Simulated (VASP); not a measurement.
# Ru2Au (P6/mmm) in VASP: single point with PBE

Aim: the single point of Ru2Au with PBE.

Program: VASP 6.6.1. These are calculated values, not measurements. Logs are shortened: lines on timing, memory, paths and dates and some standing lists are left out, and cuts for length are marked.

### Step 1. The cell of the first run

Symmetry: P6/mmm, No. 191, hexagonal system. The conventional cell has a = 4.070 Å, b = 4.070 Å, c = 2.862 Å, α = 90.00°, β = 90.00°, γ = 120.00°. Within 3.1 Å of Ru (site symmetry -6m2) lie 5 Ru at 2.35 to 2.86 Å and 6 Au at 2.75 Å. Au (site symmetry 6/mmm) has 12 Ru at 2.75 Å and 2 Au at 2.86 Å within 3.6 Å.

### Step 2. Single point, PBE

Input file INCAR:

```
SYSTEM = Ru2Au
  ALGO = Normal
  EDIFF = 1E-6
  ENCUT = 500
  GGA = PE
  GGA_COMPAT = .False.
  ISIF = 2
  ISMEAR = 0
  LASPH = .True.
  LCHARG = .True.
  LELF = .True.
  LREAL = .False.
  LVHAR = .True.
  LWAVE = .False.
  NBANDS = 26
  NELM = 120
  PREC = Accurate
  SIGMA = 0.1
```

Input file KPOINTS:

```
k-points
0
Gamma
  6 6 6
  0 0 0
```

Input file POSCAR:

```
Ru2Au
1.0
    4.0695786152      0.0000000000      0.0000000000
   -2.0347893077      3.5243584635      0.0000000000
    0.0000000000      0.0000000000      2.8623959085
Ru Au
2 1
Direct
    0.3333333333      0.6666666667      0.5000000000
    0.6666666667      0.3333333333      0.5000000000
    0.0000000000      0.0000000000      0.0000000000
```

Potentials or basis: VASP PAW PBE potentials, release 64 (Ru_pv, Au).

The run is started by

```bash
$ cat potpaw_PBE.64/Ru_pv/POTCAR potpaw_PBE.64/Au/POTCAR > POTCAR
$ mpirun -np 1 vasp_std > vasp.out
```

OUTCAR:

```text
SYSTEM = Ru2Au
   EDIFF = 1E-6
   ENCUT = 500
   GGA = PE
   ISIF = 2
   ISMEAR = 0
   LASPH = .True.
   LREAL = .False.
   NELM = 120
   PREC = Accurate

 ion  position               nearest neighbor table
   1  0.333  0.667  0.500-   2 2.35   2 2.35   2 2.35   3 2.75   3 2.75   3 2.75   3 2.75   3 2.75
                             3 2.75
   2  0.667  0.333  0.500-   1 2.35   1 2.35   1 2.35   3 2.75   3 2.75   3 2.75   3 2.75   3 2.75
                             3 2.75
   3  0.000  0.000  0.000-   1 2.75   2 2.75   1 2.75   2 2.75   2 2.75   2 2.75   1 2.75   1 2.75
                             2 2.75   2 2.75   1 2.75   1 2.75

  LATTYP: Found a hexagonal cell.
 ALAT       =     4.0695786152
 C/A-ratio  =     0.7033642004

  Lattice vectors:

 A1 = (   4.0695786152,   0.0000000000,   0.0000000000)
 A2 = (  -2.0347893077,   3.5243584635,   0.0000000000)
 A3 = (   0.0000000000,   0.0000000000,   2.8623959085)

Analysis of symmetry for initial positions (statically):
=====================================================================
 Subroutine PRICEL returns:
 Original cell was already a primitive cell.

 Routine SETGRP: Setting up the symmetry group for a
 hexagonal supercell.

 Subroutine GETGRP returns: Found 24 space group operations
 (whereof 24 operations were pure point group operations)
 out of a pool of 24 trial point group operations.

The static configuration has the point symmetry D_6h.

Analysis of symmetry for dynamics (positions and initial velocities):
=====================================================================
 Subroutine PRICEL returns:
 Original cell was already a primitive cell.

 Routine SETGRP: Setting up the symmetry group for a
 hexagonal supercell.

 Subroutine GETGRP returns: Found 24 space group operations
 (whereof 24 operations were pure point group operations)
 out of a pool of 24 trial point group operations.

The dynamic configuration has the point symmetry D_6h.

 Subroutine INISYM returns: Found 24 space group operations
 (whereof 24 operations are pure point group operations),
 and found     1 'primitive' translations

----------------------------------------------------------------------------------------

                                     Primitive cell

  volume of cell :      41.0544
[... 86 lines left out ...]
   LNONCOLLINEAR =      F non collinear calculations
   LSORBIT =      F    spin-orbit coupling
   LASPH  =      T    aspherical Exc in radial PAW
   ENCUT  =  500.0 eV  36.75 Ry    6.06 a.u.   7.42  7.42  5.22*2*pi/ulx,y,z
   NELM   =    120;   NELMIN=  2; NELMDL= -5     # of ELM steps
   EDIFF  = 0.1E-05   stopping-criterion for ELM
   LREAL  =      F    real-space projection
   EDIFFG = 0.1E-04   stopping-criterion for IOM
   NSW    =      0    number of steps for IOM
   IBRION =     -1    ionic relax: 0-MD 1-quasi-New 2-CG
   NFREE  =      0    steps in history (QN), initial steepest desc. (CG)
   ISIF   =      2    stress and relaxation
   ISYM   =      2    0-nonsym 1-usesym 2-fastsym
   POTIM  = 0.5000    time-step for ionic-motion
   TEBEG  =    0.0;   TEEND  =   0.0 temperature during run
   PSTRESS=    0.0 pullay stress
   NELECT =      39.0000    total number of electrons
   NUPDOWN=      -1.0000    fix difference up-down
   EMIN   =  10.00;   EMAX   =-10.00  energy-range for DOS
   EFERMI =   0.00;   METHOD = LEGACY
   ISMEAR =     0;   SIGMA  =   0.10  broadening in eV -4-tet -1-fermi 0-gaus
   EFERMI_NEDOS =   21; number of points for ismear=-14 and -15
   IALGO  =     38    algorithm
   IMIX   =      4    mixing-type and parameters
     AMIX     =   0.40;   BMIX     =  1.00
     AMIX_MAG =   1.60;   BMIX_MAG =  1.00
  volume/ion in A,a.u.               =      13.68        92.35
  Fermi-wavevector in a.u.,A,eV,Ry     =   1.609323  3.041180 35.238020  2.589921
  Thomas-Fermi vector in A             =   2.705052
   LORBIT       =      0    0 simple, 1 ext, 2 COOP (PROOUT), +10 PAW based schemes
   GGA     = PE    functional components
   LHFCALC =     F    Hartree Fock is set to
   AEXX    =    0.0000 exact exchange contribution
   IVDW    =     0    specifies the selected vdW correction
   LEPSILON=     F    determine dielectric tensor
   LRPA    =     F    only Hartree local field effects (RPA)
 non-spin polarized calculation
 Gauss-broadening in eV      SIGMA  =   0.10
  energy-cutoff  :      500.00
  volume of cell :       41.05
 maximum number of plane-waves:      1066
 NGX is ok and might be reduce to    30
   NGX = 15   NGY = 15   NGZ = 11

 number of electron      38.9999994 magnetization

 Free energy of the ion-electron system (eV)
  ---------------------------------------------------
  ext. energy  EPLUGINS =         0.00000000
  ---------------------------------------------------
  free energy    TOTEN  =       -19.32513310 eV

  energy without entropy =      -19.30959297  energy(sigma->0) =      -19.31736303

 E-fermi :  13.1736     XC(G=0): -14.0205

 val. band max:       13.1210579519   @ k =   0.3333   0.1667   0.3333
 cond. band min:      13.2012459954   @ k =   0.5000   0.0000   0.0000
 fundamental gap:      0.0801880434
 Fermi energy:        13.1735781496

 k-point     1 :       0.0000    0.0000    0.0000
  band No.  band energies     occupation
      1     -30.6756      2.00000
      2     -30.6756      2.00000
      3     -29.8418      2.00000
      4     -29.5365      2.00000
      5     -29.4746      2.00000
      6     -29.4746      2.00000
[... 685 lines left out ...]
     25      21.4257      0.00000
     26      21.7420      0.00000

 [... further k-points ...]

------------------------ aborting loop because EDIFF is reached ----------------------------------------

  FORCE on cell =-STRESS in cart. coord.  units (eV):
  Direction    XX          YY          ZZ          XY          YZ          ZX
  --------------------------------------------------------------------------------------
  -------------------------------------------------------------------------------------
  Total       13.8298348     13.8298348      6.6332721     -0.0000000      0.0000000      0.0000000
  in kB      539.7198060    539.7198060    258.8684805     -0.0000000      0.0000000      0.0000000
  external PRESSURE =     446.1026975 kB  Pullay stress =       0.0000000 kB

 VOLUME and BASIS-vectors are now :
 -----------------------------------------------------------------------------
  energy-cutoff  :      500.00
  volume of cell :       41.05
      direct lattice vectors                 reciprocal lattice vectors
     4.069578615  0.000000000  0.000000000     0.245725687  0.141869791  0.000000000
    -2.034789308  3.524358464  0.000000000     0.000000000  0.283739583  0.000000000
     0.000000000  0.000000000  2.862395908     0.000000000  0.000000000  0.349357682

 POSITION                                       TOTAL-FORCE (eV/Angst)
 -----------------------------------------------------------------------------------
     -0.00000      2.34957      1.43120         0.000000      0.000000      0.000000
      2.03479      1.17479      1.43120        -0.000000     -0.000000      0.000000
      0.00000      0.00000      0.00000         0.000000      0.000000      0.000000
 -----------------------------------------------------------------------------------
    total drift:                               -0.000000      0.000000      0.000000

  FREE ENERGIE OF THE ION-ELECTRON SYSTEM (eV)
  ---------------------------------------------------
  free  energy   TOTEN  =       -19.3251330958 eV

  energy  without entropy=      -19.3095929672  energy(sigma->0) =      -19.31736303
```

OSZICAR:

```text
N       E                     dE             d eps       ncg     rms          rms(c)
DAV:   1     0.389171427508E+03    0.38917E+03   -0.22687E+04  1488   0.154E+03
DAV:   2    -0.113375790284E+02   -0.40051E+03   -0.39162E+03  1548   0.459E+02
DAV:   3    -0.208017214454E+02   -0.94641E+01   -0.93634E+01  1612   0.767E+01
DAV:   4    -0.208855002102E+02   -0.83779E-01   -0.83700E-01  1852   0.667E+00
DAV:   5    -0.208867866743E+02   -0.12865E-02   -0.12861E-02  1676   0.754E-01    0.246E+01
DAV:   6    -0.195964070503E+02    0.12904E+01   -0.54117E+00  1518   0.210E+01    0.152E+01
DAV:   7    -0.194075060750E+02    0.18890E+00   -0.16959E+00  1514   0.139E+01    0.492E+00
DAV:   8    -0.193290785819E+02    0.78427E-01   -0.20084E-01  1520   0.506E+00    0.229E+00
DAV:   9    -0.193260273719E+02    0.30512E-02   -0.22320E-02  1580   0.117E+00    0.329E-01
DAV:  10    -0.193251614391E+02    0.86593E-03   -0.47233E-03  1562   0.717E-01    0.682E-02
DAV:  11    -0.193251323246E+02    0.29114E-04   -0.35768E-04  1602   0.209E-01    0.230E-02
DAV:  12    -0.193251340548E+02   -0.17302E-05   -0.11275E-05  2012   0.288E-02    0.686E-03
DAV:  13    -0.193251330958E+02    0.95902E-06   -0.80510E-07   902   0.760E-03
   1 F= -.19325133E+02 E0= -.19317363E+02  d E =-.155401E-01
```

stdout:

```text
POSCAR found type information on POSCAR RuAu
 POSCAR found :  2 types and       3 ions
 scaLAPACK will be used
 LDA part: xc-table for (Slater+PW92), standard interpolation
 POSCAR, INCAR and KPOINTS ok, starting setup
 FFT: planning ... GRIDC
 FFT: planning ... GRID_SOFT
 FFT: planning ... GRID
 WAVECAR not read
 entering main loop
```

It took 26 s on 1 thread of Intel Xeon Platinum 8375C at 2.90GHz (Ice Lake), shared host; peak memory 0.17 GiB.

What came out:

```yaml
Free_energy: -19.3251 eV
Pressure: 44.6 GPa
Band_gap_on_the_k_mesh: zero (an odd number of electrons rules out a gap without spin polarisation)
```

Levels at points of the mesh, in eV from the Fermi level:
```tsv
k point	band 16	band 17	band 18	band 19	band 20	band 21	band 22	band 23
(0.00, 0.00, 0.00)	-2.63	-2.63	-2.59	-2.42	-2.42	1.05	1.05	7.97
(0.50, 0.00, 0.00)	-3.07	-2.22	-1.38	-1.19	0.03	0.71	1.07	1.32
(0.00, 0.00, 0.50)	-1.77	-1.31	-1.31	-0.95	0.20	0.20	1.94	2.05
(0.50, 0.00, 0.50)	-2.25	-1.83	-1.44	0.47	0.61	1.83	2.50	2.87
```

Caveat: the k points lie up to 0.37 Å⁻¹ apart, too coarse for converged energies and pressures of a metal; spin-orbit coupling is left out, which moves the levels of the heavy elements.
